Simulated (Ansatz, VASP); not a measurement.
One calculation of CuI, two programs

```
Cu I
1.0
     4.05511    0.00000    0.00000
     0.00000    3.94035    0.00000
     0.00000    0.00000    6.34568
Cu I
2 2
Direct
  0.50000 0.50000 0.99463
  0.00000 0.00000 0.00537
  0.50000 0.00000 0.27052
  0.00000 0.50000 0.72948
```

Change from the starting cell: uniaxial_y strain -2.8%.

Alike in both runs: task single point; functional r2SCAN; k mesh 6 × 6 × 4; no spin polarisation.

```csv
,VASP,Ansatz
version,VASP 6.6.1,Ansatz 0.2.0
potentials or method,"VASP PAW PBE potentials, release 64 (Cu, I)","plane waves, PAW"
plane-wave cutoff (eV),520,500
occupations,"gaussian, width 0.01 eV",fixed
valence electrons in the cell,36,72
```

|  | VASP | Ansatz | Ansatz less VASP |
| --- | --- | --- | --- |
| gap on the k mesh at the Fermi level (eV) | 2.03 | 2.03 | +0.004 |
| pressure (GPa) | 1.9 | 1.9 | 0.00 |
| traceless stress, the component that is largest in VASP (GPa) | 1.17 | 1.11 | -0.063 |
| rms of the force components (eV/Å) | 0.004 | 0.006 | +0.0022 |

VASP's potentials were made for PBE, not for r2SCAN. Atom by atom the forces differ by 0.003 eV/Å (rms over components). VASP's potentials hold 36 valence electrons a cell and Ansatz's 72, so a difference there can come from the potentials and not from the codes.

Spin-orbit coupling is off throughout.
